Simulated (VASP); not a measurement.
# B15P16 in VASP: single point with PBEsol

Aim: the single point of B15P16 with PBEsol.

Program: VASP 6.6.1. These are calculated values, not measurements. Logs are shortened: lines on timing, memory, paths and dates and some standing lists are left out, and cuts for length are marked.

**1. The cell of the first run**

The cell holds a slab with vacuum, 31 atoms: a = 3.196 Å, b = 9.589 Å, c = 26.300 Å, α = 90.00°, β = 90.00°, γ = 90.00°.

**2. Single point, PBEsol**

INCAR

```
ALGO = Normal ; DIPOL = 0.5 0.5 0.500
EDIFF = 1E-6 ; ENCUT = 520
GGA = PS ; IDIPOL = 3
ISIF = 2 ; ISMEAR = 0
LASPH = T ; LCHARG = F
LDIPOL = T ; LREAL = Auto
LWAVE = F ; NBANDS = 84
NELM = 80 ; PREC = Accurate
SIGMA = 0.05
```

KPOINTS

```
k-points
0
Gamma
  8 3 1
```

POSCAR

```
B15P16
1.0
    3.1962448395      0.0000000000      0.0000000000
    0.0000000000      9.5887345184      0.0000000000
    0.0000000000      0.0000000000     26.3004320016
P B
16 15
Direct
    0.0000000000      0.6154230628      0.2823290560
    0.5000000000      0.3367608043      0.3198108895
    0.0000000000      0.0535918126      0.3404738592
    0.5000000000      0.7881767186      0.3731582295
    0.0000000000      0.5005272330      0.3993702211
    0.5000000000      0.2217477420      0.4278991162
    0.0000000000      0.9477324455      0.4587902885
    0.5000000000      0.6678929814      0.4854199668
    0.0000000000      0.3890179818      0.5136238125
    0.5000000000      0.1147334479      0.5449512186
    0.0000000000      0.8324559594      0.5724119164
    0.5000000000      0.5527575568      0.5984415240
    0.0000000000      0.2842011089      0.6323651029
    0.5000000000      0.0008461737      0.6620182258
    0.0000000000      0.6978361458      0.6881685815
    0.5000000000      0.4836037257      0.7137162009
    0.5000000000      0.6910333243      0.3110639386
    0.0000000000      0.4442081718      0.3249517327
    0.5000000000      0.1630812567      0.3556008845
    0.0000000000      0.8967262171      0.3872961854
    0.5000000000      0.6127225436      0.4134844324
    0.0000000000      0.3325426421      0.4418143750
    0.5000000000      0.0581083712      0.4729744776
    0.0000000000      0.7792437158      0.5002812610
    0.5000000000      0.5000387970      0.5271249776
    0.0000000000      0.2257840464      0.5590526580
    0.5000000000      0.9437049287      0.5858027105
    0.0000000000      0.6625669030      0.6127784318
    0.5000000000      0.3975881064      0.6462590390
    0.0000000000      0.1043121021      0.6625484365
    0.5000000000      0.8121450843      0.6860182498
```

Potentials or basis: VASP PAW PBE potentials, release 64 (P, B).

Run with:

```console
cat potpaw_PBE.64/P/POTCAR potpaw_PBE.64/B/POTCAR > POTCAR
mpirun -np 1 vasp_std > vasp.out
```

OUTCAR:

```text
EDIFF = 1E-6
   ENCUT = 520
   GGA = PS
   ISIF = 2
   ISMEAR = 0
   LASPH = T
   LREAL = Auto
   NELM = 80
   PREC = Accurate

 ion  position               nearest neighbor table
   1  0.000  0.615  0.282-  17 1.91  17 1.91  18 1.99
   2  0.500  0.337  0.320-  18 1.91  18 1.91  19 1.91
   3  0.000  0.054  0.340-  20 1.94  19 1.95  19 1.95
   4  0.500  0.788  0.373-  17 1.88  20 1.94  20 1.94  21 1.99
   5  0.000  0.501  0.399-  22 1.96  21 1.96  21 1.96  18 2.03
   6  0.500  0.222  0.428-  22 1.95  22 1.95  23 1.97  19 1.98
   7  0.000  0.948  0.459-  20 1.94  24 1.95  23 1.95  23 1.95
   8  0.500  0.668  0.485-  25 1.95  24 1.96  24 1.96  21 1.96
   9  0.000  0.389  0.514-  25 1.95  25 1.95  22 1.96  26 1.97
  10  0.500  0.115  0.545-  26 1.96  26 1.96  27 1.96  23 1.97
  11  0.000  0.832  0.572-  28 1.94  27 1.95  27 1.95  24 1.96
  12  0.500  0.553  0.598-  25 1.94  29 1.95  28 1.95  28 1.95
  13  0.000  0.284  0.632-  30 1.90  29 1.97  29 1.97  26 2.01
  14  0.500  0.001  0.662-  30 1.88  30 1.88  31 1.92  27 2.08
  15  0.000  0.698  0.688-  31 1.94  31 1.94  28 2.01  16 2.69  16 2.69
  16  0.500  0.484  0.714-  29 1.96  15 2.69  15 2.69
  17  0.500  0.691  0.311-   4 1.88   1 1.91   1 1.91
  18  0.000  0.444  0.325-   2 1.91   2 1.91   1 1.99   5 2.03
  19  0.500  0.163  0.356-   2 1.91   3 1.95   3 1.95   6 1.98
  20  0.000  0.897  0.387-   7 1.94   4 1.94   4 1.94   3 1.94
  21  0.500  0.613  0.413-   5 1.96   5 1.96   8 1.96   4 1.99
  22  0.000  0.333  0.442-   6 1.95   6 1.95   5 1.96   9 1.96
  23  0.500  0.058  0.473-   7 1.95   7 1.95   6 1.97  10 1.97
  24  0.000  0.779  0.500-   7 1.95   8 1.96   8 1.96  11 1.96
  25  0.500  0.500  0.527-  12 1.94   8 1.95   9 1.95   9 1.95
  26  0.000  0.226  0.559-  10 1.96  10 1.96   9 1.97  13 2.01
  27  0.500  0.944  0.586-  11 1.95  11 1.95  10 1.96  14 2.08
  28  0.000  0.663  0.613-  11 1.94  12 1.95  12 1.95  15 2.01
  29  0.500  0.398  0.646-  12 1.95  16 1.96  13 1.97  13 1.97
  30  0.000  0.104  0.663-  14 1.88  14 1.88  13 1.90
  31  0.500  0.812  0.686-  14 1.92  15 1.94  15 1.94

  LATTYP: Found a simple orthorhombic cell.
 ALAT       =     3.1962448395
 B/A-ratio  =     3.0000000000
 C/A-ratio  =     8.2285410919

  Lattice vectors:

 A1 = (   3.1962448395,   0.0000000000,   0.0000000000)
 A2 = (   0.0000000000,   9.5887345184,   0.0000000000)
 A3 = (   0.0000000000,   0.0000000000,  26.3004320016)

Analysis of symmetry for initial positions (statically):
=====================================================================
 Subroutine PRICEL returns:
 Original cell was already a primitive cell.

 Routine SETGRP: Setting up the symmetry group for a
 simple orthorhombic supercell.

 Subroutine GETGRP returns: Found  2 space group operations
 (whereof  2 operations were pure point group operations)
 out of a pool of  8 trial point group operations.

The static configuration has the point symmetry C_1h.

Analysis of symmetry for dynamics (positions and initial velocities):
=====================================================================
 Subroutine PRICEL returns:
 Original cell was already a primitive cell.

 Routine SETGRP: Setting up the symmetry group for a
 simple orthorhombic supercell.

 Subroutine GETGRP returns: Found  2 space group operations
 (whereof  2 operations were pure point group operations)
 out of a pool of  8 trial point group operations.

The dynamic configuration has the point symmetry C_1h.

 Subroutine INISYM returns: Found  2 space group operations
 (whereof  2 operations are pure point group operations),
 and found     1 'primitive' translations

----------------------------------------------------------------------------------------

                                     Primitive cell

  volume of cell :     806.0541

  direct lattice vectors                    reciprocal lattice vectors
     3.196244839  0.000000000  0.000000000     0.312867146  0.000000000  0.000000000
     0.000000000  9.588734518  0.000000000     0.000000000  0.104289049  0.000000000
     0.000000000  0.000000000 26.300432002     0.000000000  0.000000000  0.038022189

  length of vectors
     3.196244839  9.588734518 26.300432002     0.312867146  0.104289049  0.038022189

  position of ions in fractional coordinates (direct lattice)
     0.000000000  0.615423063  0.282329056
     0.500000000  0.336760804  0.319810889
[... 77 lines left out ...]
     0.000000000  0.000000000  0.038022189     0.000000000  0.000000000  1.000000000

  Length of vectors
     0.039108393  0.034763016  0.038022189

  Shift w.r.t. Gamma in fractional coordinates (k-lattice)
     0.000000000  0.000000000  0.000000000

 Subroutine IBZKPT returns following result:
 ===========================================

 Found     10 irreducible k-points:

 Following reciprocal coordinates:
            Coordinates               Weight
  0.000000  0.000000  0.000000      1.000000
  0.125000  0.000000  0.000000      2.000000
  0.250000  0.000000  0.000000      2.000000
  0.375000  0.000000  0.000000      2.000000
  0.500000  0.000000  0.000000      1.000000
  0.000000  0.333333  0.000000      2.000000
  0.125000  0.333333  0.000000      4.000000
  0.250000  0.333333  0.000000      4.000000
  0.375000  0.333333  0.000000      4.000000
  0.500000  0.333333  0.000000      2.000000
   k-points           NKPTS =     10   k-points in BZ     NKDIM =     10   number of bands    NBANDS=     84
   number of dos      NEDOS =    301   number of ions     NIONS =     31
   total plane-waves  NPLWV = 338688
   dimension x,y,z NGX =    24 NGY =   72 NGZ =  196
   dimension x,y,z NGXF=    48 NGYF=  144 NGZF=  392
   ions per type =              16  15
   NGX,Y,Z   is equivalent  to a cutoff of  12.48, 12.48, 12.39 a.u.
   NGXF,Y,Z  is equivalent  to a cutoff of  24.97, 24.97, 24.78 a.u.
 SYSTEM =  unknown system
   PREC   = accura    normal or accurate (medium, high low for compatibility)
   ISTART =      0    job   : 0-new  1-cont  2-samecut
   ICHARG =      2    charge: 1-file 2-atom 10-const
   ISPIN  =      1    spin polarized calculation?
   LNONCOLLINEAR =      F non collinear calculations
   LSORBIT =      F    spin-orbit coupling
   LASPH  =      T    aspherical Exc in radial PAW
   ENCUT  =  520.0 eV  38.22 Ry    6.18 a.u.   5.94 17.83 48.90*2*pi/ulx,y,z
   NELM   =     80;   NELMIN=  2; NELMDL= -5     # of ELM steps
   EDIFF  = 0.1E-05   stopping-criterion for ELM
   LREAL  =      T    real-space projection
   EDIFFG = 0.1E-04   stopping-criterion for IOM
   NSW    =      0    number of steps for IOM
   IBRION =     -1    ionic relax: 0-MD 1-quasi-New 2-CG
   NFREE  =      0    steps in history (QN), initial steepest desc. (CG)
   ISIF   =      2    stress and relaxation
   ISYM   =      2    0-nonsym 1-usesym 2-fastsym
   POTIM  = 0.5000    time-step for ionic-motion
   TEBEG  =    0.0;   TEEND  =   0.0 temperature during run
   PSTRESS=    0.0 pullay stress
   NELECT =     125.0000    total number of electrons
   NUPDOWN=      -1.0000    fix difference up-down
   EMIN   =  10.00;   EMAX   =-10.00  energy-range for DOS
   EFERMI =   0.00;   METHOD = LEGACY
   ISMEAR =     0;   SIGMA  =   0.05  broadening in eV -4-tet -1-fermi 0-gaus
   EFERMI_NEDOS =   21; number of points for ismear=-14 and -15
   IALGO  =     38    algorithm
   IMIX   =      4    mixing-type and parameters
     AMIX     =   0.40;   BMIX     =  1.00
     AMIX_MAG =   1.60;   BMIX_MAG =  1.00
  volume/ion in A,a.u.               =      26.00       175.47
  Fermi-wavevector in a.u.,A,eV,Ry     =   0.879542  1.662094 10.525396  0.773595
  Thomas-Fermi vector in A             =   1.999780
   LORBIT       =      0    0 simple, 1 ext, 2 COOP (PROOUT), +10 PAW based schemes
   GGA     = PS    functional components
   LHFCALC =     F    Hartree Fock is set to
   AEXX    =    0.0000 exact exchange contribution
   IVDW    =     0    specifies the selected vdW correction
   LEPSILON=     F    determine dielectric tensor
   LRPA    =     F    only Hartree local field effects (RPA)
 non-spin polarized calculation
 Gauss-broadening in eV      SIGMA  =   0.05
  energy-cutoff  :      520.00
  volume of cell :      806.05
 maximum number of plane-waves:     21792
 NGX is ok and might be reduce to    24
   NGX = 11   NGY = 35   NGZ = 97

 dipolmoment           0.000000      0.000000      0.029359 electrons x Angstroem

 number of electron     125.0000000 magnetization

 dipolmoment           0.000000      0.000000     -0.176237 electrons x Angstroem

 Free energy of the ion-electron system (eV)
  ---------------------------------------------------
  ext. energy  EPLUGINS =         0.00000000
  ---------------------------------------------------
  free energy    TOTEN  =      -201.44898904 eV

  energy without entropy =     -201.43652965  energy(sigma->0) =     -201.44275934

 E-fermi :   0.6743     XC(G=0):  -5.6581

 val. band max:        0.6632391503   @ k =   0.5000   0.3333   0.0000
 cond. band min:       0.6844728830   @ k =   0.2500   0.3333   0.0000
 fundamental gap:      0.0212337327
 Fermi energy:         0.6742976247

 k-point     1 :       0.0000    0.0000    0.0000
  band No.  band energies     occupation
      1     -15.0528      2.00000
      2     -14.3513      2.00000
      3     -13.7843      2.00000
      4     -13.6860      2.00000
      5     -13.4888      2.00000
      6     -13.0466      2.00000
[... 759 lines left out ...]
     73       3.3247      0.00000
     74       3.7311      0.00000
 [bands above 74 left out]

------------------------ aborting loop because EDIFF is reached ----------------------------------------

 vacuum level on the upper side and lower side of the slab       (xc-potential included)        -0.792         0.226

  FORCE on cell =-STRESS in cart. coord.  units (eV):
  Direction    XX          YY          ZZ          XY          YZ          ZX
  --------------------------------------------------------------------------------------
  -------------------------------------------------------------------------------------
  Total       -5.1418474     -2.4233168      0.0936375      0.0000000     -0.0165856      0.0000000
  in kB      -10.2203448     -4.8167772      0.1861213      0.0000000     -0.0329669      0.0000000
  external PRESSURE =      -4.9503336 kB  Pullay stress =       0.0000000 kB

 VOLUME and BASIS-vectors are now :
 -----------------------------------------------------------------------------
  energy-cutoff  :      520.00
  volume of cell :      806.05
      direct lattice vectors                 reciprocal lattice vectors
     3.196244839  0.000000000  0.000000000     0.312867146  0.000000000  0.000000000
     0.000000000  9.588734518  0.000000000     0.000000000  0.104289049  0.000000000
     0.000000000  0.000000000 26.300432002     0.000000000  0.000000000  0.038022189

 POSITION                                       TOTAL-FORCE (eV/Angst)
 -----------------------------------------------------------------------------------
      0.00000      5.90113      7.42538         0.000000      0.004174     -0.016638
      1.59812      3.22911      8.41116         0.000000     -0.010021     -0.006375
      0.00000      0.51388      8.95461         0.000000      0.002990     -0.015114
      1.59812      7.55762      9.81422         0.000000      0.002237      0.005066
      0.00000      4.79942     10.50361         0.000000     -0.004590     -0.004622
      1.59812      2.12628     11.25393         0.000000      0.015495      0.003338
[... 23 lines left out ...]
      0.00000      1.00022     17.42531         0.000000      0.003261      0.000834
      1.59812      7.78744     18.04258         0.000000      0.004617     -0.004193
 -----------------------------------------------------------------------------------
    total drift:                               -0.000000     -0.009778      0.007938

  FREE ENERGIE OF THE ION-ELECTRON SYSTEM (eV)
  ---------------------------------------------------
  free  energy   TOTEN  =      -201.4489890400 eV

  energy  without entropy=     -201.4365296490  energy(sigma->0) =     -201.44275934

 vacuum level on the upper side and lower side of the slab         4.968         6.008
```

Wall time 21 min (1 thread of Intel Xeon Platinum 8559C (Emerald Rapids), shared host); peak memory 0.92 GiB.

What came out:

- Free energy: -201.4490 eV
- Largest force: 0.017 eV/Å

Forces on the atoms (eV/Å):
```
P    0.000  0.004 -0.017
P    0.000 -0.010 -0.006
P    0.000  0.003 -0.015
P    0.000  0.002  0.005
P    0.000 -0.005 -0.005
P    0.000  0.015  0.003
P    0.000 -0.011  0.010
P    0.000  0.001  0.002
P    0.000 -0.002  0.004
P    0.000  0.001  0.002
P    0.000 -0.001  0.003
P    0.000  0.000 -0.004
P    0.000 -0.003 -0.003
P    0.000  0.002  0.004
P    0.000 -0.006  0.010
P    0.000 -0.007  0.005
B    0.000 -0.009 -0.004
B    0.000  0.006  0.003
B    0.000 -0.005  0.003
B    0.000  0.004 -0.002
B    0.000  0.004  0.004
B    0.000  0.001 -0.001
B    0.000 -0.002 -0.005
B    0.000  0.002 -0.001
B    0.000 -0.001  0.000
B    0.000  0.002 -0.001
B    0.000  0.000 -0.002
B    0.000  0.001  0.000
B    0.000  0.004  0.011
B    0.000  0.003  0.001
B    0.000  0.005 -0.004
```

Levels at points of the mesh, in eV from the Fermi level:
```tsv
k point	band 58	band 59	band 60	band 61	band 62	band 63	band 64	band 65	band 66	band 67
(0.00, 0.00, 0.00)	-0.79	-0.53	-0.24	-0.20	0.04	0.18	0.66	1.23	1.60	1.78
(0.50, 0.00, 0.00)	-2.07	-2.04	-0.75	-0.47	-0.44	-0.34	-0.29	0.01	0.12	0.98
```

Caveat: the PAW data sets were made with another functional, which shifts forces and pressure a little.
